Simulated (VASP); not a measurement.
# ZrB (Fm-3m) in VASP: notebook, part 2 of 2

VASP 6.6.1.

## (3) Relaxation of cell and atoms, PBE

This run uses another cell than the first one, of 12.57 Å³/atom.

The input, INCAR:

```
PREC     = Accurate       # precision mode
ENCUT    = 500            # plane-wave cutoff, eV
EDIFF    = 1E-7           # SCF threshold, eV
ISMEAR   = 0              # smearing method
SIGMA    = 0.1            # smearing width, eV
LREAL    = False          # projectors in reciprocal space
LASPH    = True           # aspherical terms in the spheres
NELM     = 120            # most SCF steps
ALGO     = Normal         # electronic algorithm
ISIF     = 3              # what is computed and relaxed
LWAVE    = False          # write WAVECAR
LCHARG   = False          # write CHGCAR
GGA      = PE             # functional
IBRION   = 2              # ionic algorithm
NSW      = 100            # ionic steps
EDIFFG   = -0.05          # ionic threshold
GGA_COMPAT= False        
NELMIN   = 4
```

The input, KPOINTS:

```
regular mesh
0
Gamma
  8 8 8
```

The input, POSCAR:

```
ZrB
1.0
    0.0000000000      2.3250000000      2.3250000000
    2.3250000000      0.0000000000      2.3250000000
    2.3250000000      2.3250000000      0.0000000000
Zr B
1 1
Direct
    0.0000000000      0.0000000000      0.0000000000
    0.5000000000      0.5000000000      0.5000000000
```

Potentials or basis: VASP PAW PBE potentials, release 64 (Zr_sv, B).

Command:

```
> cat potpaw_PBE.64/Zr_sv/POTCAR potpaw_PBE.64/B/POTCAR > POTCAR
> mpirun -np 1 vasp_std > vasp.out
```

OUTCAR:

```text
PREC = Accurate
   ENCUT = 500
   EDIFF = 1E-7
   ISMEAR = 0
   LREAL = False
   LASPH = True
   NELM = 120
   ISIF = 3
   GGA = PE
   IBRION = 2
   NSW = 100
   EDIFFG = -0.05
   NELMIN = 4

 ion  position               nearest neighbor table
   1  0.000  0.000  0.000-   2 2.33   2 2.33   2 2.33   2 2.33   2 2.33   2 2.33
   2  0.500  0.500  0.500-   1 2.33   1 2.33   1 2.33   1 2.33   1 2.33   1 2.33

  LATTYP: Found a face centered cubic cell.
 ALAT       =     4.6500000000

  Lattice vectors:

 A1 = (   0.0000000000,   2.3250000000,   2.3250000000)
 A2 = (   2.3250000000,   0.0000000000,   2.3250000000)
 A3 = (   2.3250000000,   2.3250000000,   0.0000000000)

Analysis of symmetry for initial positions (statically):
=====================================================================
 Subroutine PRICEL returns:
 Original cell was already a primitive cell.

 Routine SETGRP: Setting up the symmetry group for a
 face centered cubic supercell.

 Subroutine GETGRP returns: Found 48 space group operations
 (whereof 48 operations were pure point group operations)
 out of a pool of 48 trial point group operations.

The static configuration has the point symmetry O_h .

Analysis of symmetry for dynamics (positions and initial velocities):
=====================================================================
 Subroutine PRICEL returns:
 Original cell was already a primitive cell.

 Routine SETGRP: Setting up the symmetry group for a
 face centered cubic supercell.

 Subroutine GETGRP returns: Found 48 space group operations
 (whereof 48 operations were pure point group operations)
 out of a pool of 48 trial point group operations.

The dynamic configuration has the point symmetry O_h .

 Subroutine INISYM returns: Found 48 space group operations
 (whereof 48 operations are pure point group operations),
 and found     1 'primitive' translations

----------------------------------------------------------------------------------------

                                     Primitive cell

  volume of cell :      25.1362

  direct lattice vectors                    reciprocal lattice vectors
     0.000000000  2.325000000  2.325000000    -0.215053763  0.215053763  0.215053763
     2.325000000  0.000000000  2.325000000     0.215053763 -0.215053763  0.215053763
     2.325000000  2.325000000  0.000000000     0.215053763  0.215053763 -0.215053763

  length of vectors
     3.288046533  3.288046533  3.288046533     0.372484045  0.372484045  0.372484045

  position of ions in fractional coordinates (direct lattice)
     0.000000000  0.000000000  0.000000000
     0.500000000  0.500000000  0.500000000

  ion indices of the primitive-cell ions
   primitive index   ion index
                 1           1
                 2           2

----------------------------------------------------------------------------------------

 KPOINTS: regular mesh

Automatic generation of k-mesh.
 Grid dimensions read from file:
 generate k-points for:    8    8    8

 Generating k-lattice:

  Cartesian coordinates                     Fractional coordinates (reciprocal lattice)
[... 49 lines left out ...]
   NGXF,Y,Z  is equivalent  to a cutoff of  24.27, 24.27, 24.27 a.u.
 SYSTEM =  unknown system
   PREC   = accura    normal or accurate (medium, high low for compatibility)
   ISTART =      0    job   : 0-new  1-cont  2-samecut
   ICHARG =      2    charge: 1-file 2-atom 10-const
   ISPIN  =      1    spin polarized calculation?
   LNONCOLLINEAR =      F non collinear calculations
   LSORBIT =      F    spin-orbit coupling
   LASPH  =      T    aspherical Exc in radial PAW
   ENCUT  =  500.0 eV  36.75 Ry    6.06 a.u.   5.99  5.99  5.99*2*pi/ulx,y,z
   NELM   =    120;   NELMIN=  4; NELMDL= -5     # of ELM steps
   EDIFF  = 0.1E-06   stopping-criterion for ELM
   LREAL  =      F    real-space projection
   EDIFFG = -.5E-01   stopping-criterion for IOM
   NSW    =    100    number of steps for IOM
   IBRION =      2    ionic relax: 0-MD 1-quasi-New 2-CG
   NFREE  =      1    steps in history (QN), initial steepest desc. (CG)
   ISIF   =      3    stress and relaxation
   ISYM   =      2    0-nonsym 1-usesym 2-fastsym
   POTIM  = 0.5000    time-step for ionic-motion
   TEBEG  =    0.0;   TEEND  =   0.0 temperature during run
   PSTRESS=    0.0 pullay stress
   NELECT =      15.0000    total number of electrons
   NUPDOWN=      -1.0000    fix difference up-down
   EMIN   =  10.00;   EMAX   =-10.00  energy-range for DOS
   EFERMI =   0.00;   METHOD = LEGACY
   ISMEAR =     0;   SIGMA  =   0.10  broadening in eV -4-tet -1-fermi 0-gaus
   EFERMI_NEDOS =   21; number of points for ismear=-14 and -15
   IALGO  =     38    algorithm
   IMIX   =      4    mixing-type and parameters
     AMIX     =   0.40;   BMIX     =  1.00
     AMIX_MAG =   1.60;   BMIX_MAG =  1.00
  volume/ion in A,a.u.               =      12.57        84.81
  Fermi-wavevector in a.u.,A,eV,Ry     =   1.378285  2.604581 25.846565  1.899669
  Thomas-Fermi vector in A             =   2.503360
   LORBIT       =      0    0 simple, 1 ext, 2 COOP (PROOUT), +10 PAW based schemes
   GGA     = PE    functional components
   LHFCALC =     F    Hartree Fock is set to
   AEXX    =    0.0000 exact exchange contribution
   IVDW    =     0    specifies the selected vdW correction
   LEPSILON=     F    determine dielectric tensor
   LRPA    =     F    only Hartree local field effects (RPA)
 conjugate gradient relaxation of ions
 non-spin polarized calculation
 Gauss-broadening in eV      SIGMA  =   0.10
  energy-cutoff  :      500.00
  volume of cell :       25.14
 maximum number of plane-waves:       652
   NGX = 11   NGY = 11   NGZ = 11

--------------------------------------- Ionic step        1  -------------------------------------------

 number of electron      15.0000000 magnetization

 Free energy of the ion-electron system (eV)
  ---------------------------------------------------
  ext. energy  EPLUGINS =         0.00000000
  ---------------------------------------------------
  free energy    TOTEN  =       -15.57603139 eV

  energy without entropy =      -15.56863075  energy(sigma->0) =      -15.57233107

------------------------ aborting loop because EDIFF is reached ----------------------------------------

  FORCE on cell =-STRESS in cart. coord.  units (eV):
  Direction    XX          YY          ZZ          XY          YZ          ZX
  --------------------------------------------------------------------------------------
  -------------------------------------------------------------------------------------
  Total        5.5236244      5.5236244      5.5236244     -0.0000000      0.0000000     -0.0000000
  in kB      352.0755391    352.0755391    352.0755391     -0.0000000      0.0000000     -0.0000000
  external PRESSURE =     352.0755391 kB  Pullay stress =       0.0000000 kB
[... 95 lines left out ...]
--------------------------------------- Ionic step        4  -------------------------------------------

 number of electron      15.0000000 magnetization

 Free energy of the ion-electron system (eV)
  ---------------------------------------------------
  ext. energy  EPLUGINS =         0.00000000
  ---------------------------------------------------
  free energy    TOTEN  =       -15.99991574 eV

  energy without entropy =      -15.99293258  energy(sigma->0) =      -15.99642416

 E-fermi :   7.4540     XC(G=0): -11.4619

 val. band max:        7.3966981081   @ k =   0.5000   0.2500   0.0000
 cond. band min:       7.4939248875   @ k =   0.3750   0.2500   0.1250
 fundamental gap:      0.0972267794
 Fermi energy:         7.4539814406

 k-point     1 :       0.0000    0.0000    0.0000
  band No.  band energies     occupation
      1     -40.0703      2.00000
      2     -17.8967      2.00000
      3     -17.8967      2.00000
      4     -17.8967      2.00000
      5      -0.6034      2.00000
      6       9.1677      0.00000
      7       9.1677      0.00000
      8       9.1677      0.00000
      9      10.5554      0.00000
     10      10.8521      0.00000
     11      10.8521      0.00000
[... 309 lines left out ...]
 k-point    24 :      -0.3750    0.2500    0.1250
  band No.  band energies     occupation
      1     -40.0038      2.00000
      2     -18.3526      2.00000
      3     -18.0945      2.00000
      4     -17.9997      2.00000
      5       2.5928      2.00000
      6       4.6056      2.00000
      7       6.4169      2.00000
      8       6.7725      2.00000
      9      11.7167      0.00000
     10      11.7958      0.00000
     11      13.1320      0.00000

 [... further k-points ...]

------------------------ aborting loop because EDIFF is reached ----------------------------------------

  FORCE on cell =-STRESS in cart. coord.  units (eV):
  Direction    XX          YY          ZZ          XY          YZ          ZX
  --------------------------------------------------------------------------------------
  -------------------------------------------------------------------------------------
  Total       -0.0345357     -0.0345357     -0.0345357      0.0000000      0.0000000     -0.0000000
  in kB       -1.8715174     -1.8715174     -1.8715174      0.0000000      0.0000000     -0.0000000
  external PRESSURE =      -1.8715174 kB  Pullay stress =       0.0000000 kB
[... 17 lines left out ...]
  FREE ENERGIE OF THE ION-ELECTRON SYSTEM (eV)
  ---------------------------------------------------
  free  energy   TOTEN  =       -15.9999157356 eV

  energy  without entropy=      -15.9929325848  energy(sigma->0) =      -15.99642416

 reached required accuracy - stopping structural energy minimisation
```

Wall time 18 s (1 thread of AMD EPYC 9R45 (Zen 5), shared host); peak memory 0.11 GiB.

What came out:

- Free energy: -15.9999 eV
- Relaxed volume: 14.78 Å³/atom
- Relaxed cell: a = 3.471 Å, b = 3.471 Å, c = 3.471 Å, α = 60.00°, β = 60.00°, γ = 60.00°
- Space group after relaxing (to 0.1 Å): Fm-3m (No. 225)
- Energy gained by relaxing: 211.9 meV/atom
- Ionic steps: 4
- Pressure after relaxing: -0.2 GPa
- Band gap on the k mesh: zero (an odd number of electrons rules out a gap without spin polarisation)

Step by step:
| step | energy change (eV) | largest force (eV/Å) | pressure (GPa) | volume (Å³) |
| --- | --- | --- | --- | --- |
| 1 | 0.0000 | 0.0000 | 35.21 | 25.14 |
| 2 | 0.1681 | 0.0000 | -22.57 | 36.58 |
| 3 | -0.4231 | 0.0000 | -1.18 | 29.75 |
| 4 | -0.4239 | 0.0000 | -0.19 | 29.57 |

Final structure:
```
CELL_PARAMETERS angstrom
0.00000 2.45425 2.45425
2.45425 0.00000 2.45425
2.45425 2.45425 0.00000
ATOMIC_POSITIONS crystal
Zr 0.00000 0.00000 0.00000
B 0.50000 0.50000 0.50000
```

Caveat: the volume moved by over 15 % at a fixed basis, so the end points are rough. PBE usually gives volumes a little too large and moduli too small.
